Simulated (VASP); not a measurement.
# CdO (Fm-3m) in VASP: notebook

CdO is run at these levels: PBE; tasks: relaxation of cell and atoms.

Program: VASP 6.6.1. These are calculated values, not measurements. Logs are shortened: lines on timing, memory, paths and dates and some standing lists are left out, and cuts for length are marked.

## Step 1: The cell of the first run

The structure is cubic, space group Fm-3m (No. 225). Conventional cell: a = 4.214 Å, b = 4.214 Å, c = 4.214 Å, α = 90.00°, β = 90.00°, γ = 90.00°. Cd (site symmetry m-3m) has 6 O at 2.11 Å within 2.8 Å. Within 2.8 Å of O (site symmetry m-3m) lie 6 Cd at 2.11 Å.

## Step 2: Relaxation of cell and atoms, PBE, target pressure 112.5 GPa, at which the enthalpy is minimised

The input, INCAR:

```
SYSTEM = CdO
  PREC = Accurate
  ENCUT = 700
  EDIFF = 1E-7
  ISMEAR = 0
  SIGMA = 0.1
  LREAL = .False.
  LASPH = .True.
  NELM = 120
  ALGO = Normal
  ISIF = 3
  LWAVE = .False.
  LCHARG = .False.
  GGA = PE
  IBRION = 2
  NSW = 70
  EDIFFG = -0.004
  PSTRESS = 1125.0
  GGA_COMPAT = .False.
  NELMIN = 4
```

The input, KPOINTS:

```
Automatic mesh
0
Gamma
  16 16 16
  0 0 0
```

The input, POSCAR:

```
CdO
1.0
    0.0000000000      2.1072032879      2.1072032879
    2.1072032879      0.0000000000      2.1072032879
    2.1072032879      2.1072032879      0.0000000000
Cd O
1 1
Direct
    0.0000000000      0.0000000000      0.0000000000
    0.5000000000      0.5000000000      0.5000000000
```

Potentials or basis: VASP PAW PBE potentials, release 64 (Cd_sv_GW, O).

Run with:

```console
$ cat potpaw_PBE.64/Cd_sv_GW/POTCAR potpaw_PBE.64/O/POTCAR > POTCAR
$ mpirun -np 1 vasp_std > vasp.out
```

OUTCAR:

```text
SYSTEM = CdO
   PREC = Accurate
   ENCUT = 700
   EDIFF = 1E-7
   ISMEAR = 0
   LREAL = .False.
   LASPH = .True.
   NELM = 120
   ISIF = 3
   GGA = PE
   IBRION = 2
   NSW = 70
   EDIFFG = -0.004
   PSTRESS = 1125.0
   NELMIN = 4

 ion  position               nearest neighbor table
   1  0.000  0.000  0.000-   2 2.11   2 2.11   2 2.11   2 2.11   2 2.11   2 2.11
   2  0.500  0.500  0.500-   1 2.11   1 2.11   1 2.11   1 2.11   1 2.11   1 2.11

  LATTYP: Found a face centered cubic cell.
 ALAT       =     4.2144065758

  Lattice vectors:

 A1 = (   0.0000000000,   2.1072032879,   2.1072032879)
 A2 = (   2.1072032879,   0.0000000000,   2.1072032879)
 A3 = (   2.1072032879,   2.1072032879,   0.0000000000)

Analysis of symmetry for initial positions (statically):
=====================================================================
 Subroutine PRICEL returns:
 Original cell was already a primitive cell.

 Routine SETGRP: Setting up the symmetry group for a
 face centered cubic supercell.

 Subroutine GETGRP returns: Found 48 space group operations
 (whereof 48 operations were pure point group operations)
 out of a pool of 48 trial point group operations.

The static configuration has the point symmetry O_h .

Analysis of symmetry for dynamics (positions and initial velocities):
=====================================================================
 Subroutine PRICEL returns:
 Original cell was already a primitive cell.

 Routine SETGRP: Setting up the symmetry group for a
 face centered cubic supercell.

 Subroutine GETGRP returns: Found 48 space group operations
 (whereof 48 operations were pure point group operations)
 out of a pool of 48 trial point group operations.

The dynamic configuration has the point symmetry O_h .

 Subroutine INISYM returns: Found 48 space group operations
 (whereof 48 operations are pure point group operations),
 and found     1 'primitive' translations

----------------------------------------------------------------------------------------

                                     Primitive cell

  volume of cell :      18.7133

  direct lattice vectors                    reciprocal lattice vectors
     0.000000000  2.107203288  2.107203288    -0.237281331  0.237281331  0.237281331
     2.107203288  0.000000000  2.107203288     0.237281331 -0.237281331  0.237281331
     2.107203288  2.107203288  0.000000000     0.237281331  0.237281331 -0.237281331

  length of vectors
     2.980035468  2.980035468  2.980035468     0.410983320  0.410983320  0.410983320

  position of ions in fractional coordinates (direct lattice)
     0.000000000  0.000000000  0.000000000
     0.500000000  0.500000000  0.500000000

  ion indices of the primitive-cell ions
   primitive index   ion index
                 1           1
                 2           2

----------------------------------------------------------------------------------------

 KPOINTS: Automatic mesh

Automatic generation of k-mesh.
 Grid dimensions read from file:
 generate k-points for:   16   16   16

 Generating k-lattice:

  Cartesian coordinates                     Fractional coordinates (reciprocal lattice)
    -0.014830083  0.014830083  0.014830083     0.062500000  0.000000000  0.000000000
     0.014830083 -0.014830083  0.014830083     0.000000000  0.062500000  0.000000000
     0.014830083  0.014830083 -0.014830083     0.000000000  0.000000000  0.062500000

  Length of vectors
     0.025686458  0.025686458  0.025686458

  Shift w.r.t. Gamma in fractional coordinates (k-lattice)
     0.000000000  0.000000000  0.000000000

 Subroutine IBZKPT returns following result:
 ===========================================

 Found    145 irreducible k-points:

 Following reciprocal coordinates:
            Coordinates               Weight
  0.000000  0.000000  0.000000      1.000000
  0.062500  0.000000  0.000000      8.000000
  0.125000  0.000000  0.000000      8.000000
  0.187500  0.000000  0.000000      8.000000
  0.250000  0.000000  0.000000      8.000000
  0.312500  0.000000  0.000000      8.000000
[... 16 lines left out ...]
 -0.125000  0.062500  0.000000     24.000000
 -0.062500  0.062500  0.000000     12.000000
 [... further k-points ...]
   k-points           NKPTS =    145   k-points in BZ     NKDIM =    145   number of bands    NBANDS=     17
   number of dos      NEDOS =    301   number of ions     NIONS =      2
   total plane-waves  NPLWV =  21952
   dimension x,y,z NGX =    28 NGY =   28 NGZ =   28
   dimension x,y,z NGXF=    56 NGYF=   56 NGZF=   56
   ions per type =               1   1
   NGX,Y,Z   is equivalent  to a cutoff of  15.62, 15.62, 15.62 a.u.
   NGXF,Y,Z  is equivalent  to a cutoff of  31.24, 31.24, 31.24 a.u.
 SYSTEM =  CdO
   PREC   = accura    normal or accurate (medium, high low for compatibility)
   ISTART =      0    job   : 0-new  1-cont  2-samecut
   ICHARG =      2    charge: 1-file 2-atom 10-const
   ISPIN  =      1    spin polarized calculation?
   LNONCOLLINEAR =      F non collinear calculations
   LSORBIT =      F    spin-orbit coupling
   LASPH  =      T    aspherical Exc in radial PAW
   ENCUT  =  700.0 eV  51.45 Ry    7.17 a.u.   6.43  6.43  6.43*2*pi/ulx,y,z
   NELM   =    120;   NELMIN=  4; NELMDL= -5     # of ELM steps
   EDIFF  = 0.1E-06   stopping-criterion for ELM
   LREAL  =      F    real-space projection
   EDIFFG = -.4E-02   stopping-criterion for IOM
   NSW    =     70    number of steps for IOM
   IBRION =      2    ionic relax: 0-MD 1-quasi-New 2-CG
   NFREE  =      1    steps in history (QN), initial steepest desc. (CG)
   ISIF   =      3    stress and relaxation
   ISYM   =      2    0-nonsym 1-usesym 2-fastsym
   POTIM  = 0.5000    time-step for ionic-motion
   TEBEG  =    0.0;   TEEND  =   0.0 temperature during run
   PSTRESS= 1125.0 pullay stress
   NELECT =      26.0000    total number of electrons
   NUPDOWN=      -1.0000    fix difference up-down
   EMIN   =  10.00;   EMAX   =-10.00  energy-range for DOS
   EFERMI =   0.00;   METHOD = LEGACY
   ISMEAR =     0;   SIGMA  =   0.10  broadening in eV -4-tet -1-fermi 0-gaus
   EFERMI_NEDOS =   21; number of points for ismear=-14 and -15
   IALGO  =     38    algorithm
   IMIX   =      4    mixing-type and parameters
     AMIX     =   0.40;   BMIX     =  1.00
     AMIX_MAG =   1.60;   BMIX_MAG =  1.00
  volume/ion in A,a.u.               =       9.36        63.14
  Fermi-wavevector in a.u.,A,eV,Ry     =   1.826766  3.452087 45.403633  3.337073
  Thomas-Fermi vector in A             =   2.882009
   LORBIT       =      0    0 simple, 1 ext, 2 COOP (PROOUT), +10 PAW based schemes
   GGA     = PE    functional components
   LHFCALC =     F    Hartree Fock is set to
   AEXX    =    0.0000 exact exchange contribution
   IVDW    =     0    specifies the selected vdW correction
   LEPSILON=     F    determine dielectric tensor
   LRPA    =     F    only Hartree local field effects (RPA)
 conjugate gradient relaxation of ions
 non-spin polarized calculation
 Gauss-broadening in eV      SIGMA  =   0.10
  energy-cutoff  :      700.00
  volume of cell :       18.71
 maximum number of plane-waves:       817
 NGX is ok and might be reduce to    28
   NGX = 13   NGY = 13   NGZ = 13

 number of electron      25.9999997 magnetization

 Free energy of the ion-electron system (eV)
  ---------------------------------------------------
  ext. energy  EPLUGINS =         0.00000000
  ---------------------------------------------------
  free energy    TOTEN  =        -5.75682905 eV

  energy without entropy =       -5.75682150  energy(sigma->0) =       -5.75682527

 E-fermi :  10.2688     XC(G=0): -13.9521

 val. band max:       10.0723064325   @ k =   0.5000   0.0000   0.0000
 cond. band min:      10.3922299300   @ k =   0.0000   0.0000   0.0000
 fundamental gap:      0.3199234974
 Fermi energy:        10.2687566482

 k-point     1 :       0.0000    0.0000    0.0000
  band No.  band energies     occupation
      1     -91.1205      2.00000
      2     -52.2237      2.00000
      3     -52.2237      2.00000
      4     -52.2237      2.00000
      5     -10.6097      2.00000
      6       2.0303      2.00000
[... 9 lines left out ...]
     16      29.3864      0.00000
     17      29.3864      0.00000

 k-point     2 :       0.0625    0.0000    0.0000
  band No.  band energies     occupation
      1     -91.1203      2.00000
      2     -52.2268      2.00000
      3     -52.2242      2.00000
      4     -52.2242      2.00000
      5     -10.5564      2.00000
      6       1.9780      2.00000
[... 9 lines left out ...]
     16      28.9984      0.00000
     17      29.1700      0.00000

 k-point     3 :       0.1250    0.0000    0.0000
  band No.  band energies     occupation
      1     -91.1196      2.00000
      2     -52.2356      2.00000
      3     -52.2254      2.00000
      4     -52.2254      2.00000
      5     -10.4013      2.00000
      6       1.8030      2.00000
[... 9 lines left out ...]
     16      28.4566      0.00000
     17      28.4763      0.00000

 k-point     4 :       0.1875    0.0000    0.0000
  band No.  band energies     occupation
      1     -91.1184      2.00000
      2     -52.2487      2.00000
      3     -52.2272      2.00000
      4     -52.2272      2.00000
      5     -10.1592      2.00000
      6       1.4687      2.00000
[... 9 lines left out ...]
     16      27.3272      0.00000
     17      27.3303      0.00000
[... 343 lines left out ...]
      1     -91.1178      2.00000
      2     -52.2543      2.00000
      3     -52.2310      2.00000
      4     -52.2270      2.00000
      5     -10.0305      2.00000
      6       1.2743      2.00000
[... 9 lines left out ...]
     16      25.6779      0.00000
     17      27.4004      0.00000

 k-point    23 :      -0.1250    0.0625    0.0000
  band No.  band energies     occupation
      1     -91.1190      2.00000
      2     -52.2408      2.00000
      3     -52.2285      2.00000
      4     -52.2253      2.00000
      5     -10.2887      2.00000
      6       1.6999      2.00000
[... 9 lines left out ...]
     16      26.7293      0.00000
     17      28.8692      0.00000

 k-point    24 :      -0.0625    0.0625    0.0000
  band No.  band energies     occupation
      1     -91.1199      2.00000
      2     -52.2311      2.00000
      3     -52.2261      2.00000
      4     -52.2243      2.00000
      5     -10.4701      2.00000
      6       1.9149      2.00000
[... 9 lines left out ...]
     16      27.9460      0.00000
     17      29.0957      0.00000

 [... further k-points ...]

------------------------ aborting loop because EDIFF is reached ----------------------------------------

  FORCE on cell =-STRESS in cart. coord.  units (eV):
  Direction    XX          YY          ZZ          XY          YZ          ZX
  --------------------------------------------------------------------------------------
  -------------------------------------------------------------------------------------
  Total       13.1442189     13.1442189     13.1442189      0.0000000     -0.0000000      0.0000000
  in kB     1125.3718958   1125.3718958   1125.3718958      0.0000000     -0.0000000      0.0000000
  external PRESSURE =       0.3718958 kB  Pullay stress =    1125.0000000 kB

 VOLUME and BASIS-vectors are now :
 -----------------------------------------------------------------------------
  energy-cutoff  :      700.00
  volume of cell :       18.71
      direct lattice vectors                 reciprocal lattice vectors
     0.000000000  2.107203288  2.107203288    -0.237281331  0.237281331  0.237281331
     2.107203288  0.000000000  2.107203288     0.237281331 -0.237281331  0.237281331
     2.107203288  2.107203288  0.000000000     0.237281331  0.237281331 -0.237281331

 POSITION                                       TOTAL-FORCE (eV/Angst)
 -----------------------------------------------------------------------------------
      0.00000      0.00000      0.00000         0.000000      0.000000      0.000000
      2.10720      2.10720      2.10720        -0.000000     -0.000000     -0.000000
 -----------------------------------------------------------------------------------
    total drift:                                0.000000      0.000000      0.000000

  FREE ENERGIE OF THE ION-ELECTRON SYSTEM (eV)
  ---------------------------------------------------
  free  energy   TOTEN  =        -5.7568290498 eV

  energy  without entropy=       -5.7568214966  energy(sigma->0) =       -5.75682527

  enthalpy is  TOTEN    =         7.3830461828 eV   P V=       13.1398752327

 reached required accuracy - stopping structural energy minimisation
```

It took 87 s on 1 thread of Intel Xeon Platinum 8375C at 2.90GHz (Ice Lake), shared host; peak memory 0.24 GiB.

Results:

- Free energy: -5.7568 eV
- Pressure after relaxing: 112.5 GPa
- Band gap on the k mesh: 0.32 eV (least direct gap 3.50 eV)

Final structure:
```
Cd O
1.0
     0.00000    2.10720    2.10720
     2.10720    0.00000    2.10720
     2.10720    2.10720    0.00000
Cd O
1 1
Direct
  0.00000 0.00000 0.00000
  0.50000 0.50000 0.50000
```

Levels at points of the mesh, in eV from the valence-band top:
| k point | band 11 | band 12 | band 13 | band 14 | band 15 | band 16 |
| --- | --- | --- | --- | --- | --- | --- |
| (0.00, 0.00, 0.00) | -3.18 | -3.18 | -3.18 | 0.32 | 14.03 | 19.31 |
| (0.50, 0.00, 0.00) | -4.69 | 0.00 | 0.00 | 4.21 | 9.67 | 13.12 |
| (0.50, 0.50, 0.00) | -5.53 | -4.52 | -4.52 | 5.28 | 9.68 | 12.42 |

Caveat: the relaxation stopped at its first step, so nothing moved; the cell is relaxed towards a set pressure, so the run minimises the enthalpy, not the energy; semilocal functionals underestimate gaps, and a narrow one can read as zero.

## Step 3: Relaxation of cell and atoms, PBE, target pressure 150 GPa, at which the enthalpy is minimised

The input, INCAR:

```
  ALGO = Normal
  EDIFF = 1E-7
  EDIFFG = -0.004
  ENCUT = 700
  GGA = PE
  GGA_COMPAT = False
  IBRION = 2
  ISIF = 3
  ISMEAR = 0
  LASPH = True
  LCHARG = False
  LREAL = False
  LWAVE = False
  NELM = 120
  NELMIN = 4
  NSW = 70
  PREC = Accurate
  PSTRESS = 1500.0
  SIGMA = 0.1
```

The input, KPOINTS:

```
k-points
0
Gamma
  16 16 16
```

POSCAR is that of step 2.

Potentials or basis: VASP PAW PBE potentials, release 64 (Cd_sv_GW, O).

Run with:

```console
$ cat potpaw_PBE.64/Cd_sv_GW/POTCAR potpaw_PBE.64/O/POTCAR > POTCAR
$ mpirun -np 1 vasp_std > vasp.out
```

Wall time 5.5 min (1 thread of AMD EPYC 7R43 (Zen 3), shared host); peak memory 0.23 GiB.

Results (log left out):

* Free energy: -4.8852 eV
* Relaxed volume: 8.82 Å³/atom
* Relaxed cell: a = 2.922 Å, b = 2.922 Å, c = 2.922 Å, α = 60.00°, β = 60.00°, γ = 60.00°
* Space group after relaxing (to 0.1 Å): Fm-3m (No. 225)
* Energy change on relaxing (the run minimises the enthalpy): +435.8 meV/atom
* Ionic steps: 5
* Pressure after relaxing: 150.0 GPa
* Band gap on the k mesh: 0.48 eV (least direct gap 4.07 eV)

Step by step:
```
step  energy change (eV)  largest force (eV/Å)  pressure (GPa)  volume (Å³)
   1              0.0000                0.0000          112.54        18.71
   2              8.2721                0.0000          470.41        13.39
   3              0.7529                0.0000          144.93        17.77
   4              0.8431                0.0000          148.79        17.67
   5              0.8716                0.0000          149.99        17.64
```

Final structure:
```yaml
crystal:
  lattice:
    - [0.00000, 2.06622, 2.06622]
    - [2.06622, 0.00000, 2.06622]
    - [2.06622, 2.06622, 0.00000]
  atoms:
    - { symbol: Cd, position: [0.00000, 0.00000, 0.00000] }
    - { symbol: O, position: [0.50000, 0.50000, 0.50000] }
```

Levels at points of the mesh, in eV from the valence-band top:
| k point | band 9 | band 10 | band 11 | band 12 | band 13 | band 14 | band 15 | band 16 | band 17 |
| --- | --- | --- | --- | --- | --- | --- | --- | --- | --- |
| (0.00, 0.00, 0.00) | -7.77 | -7.77 | -3.63 | -3.63 | -3.63 | 0.48 | 13.77 | 19.74 | 19.74 |
| (0.50, 0.00, 0.00) | -7.13 | -7.13 | -4.89 | 0.00 | 0.00 | 4.07 | 10.10 | 13.25 | 13.25 |
| (0.50, 0.50, 0.00) | -6.78 | -6.78 | -5.53 | -5.04 | -5.04 | 5.53 | 9.84 | 12.64 | 16.55 |

Caveat: the cell is relaxed towards a set pressure, so the run minimises the enthalpy, not the energy; semilocal functionals underestimate gaps, and a narrow one can read as zero.
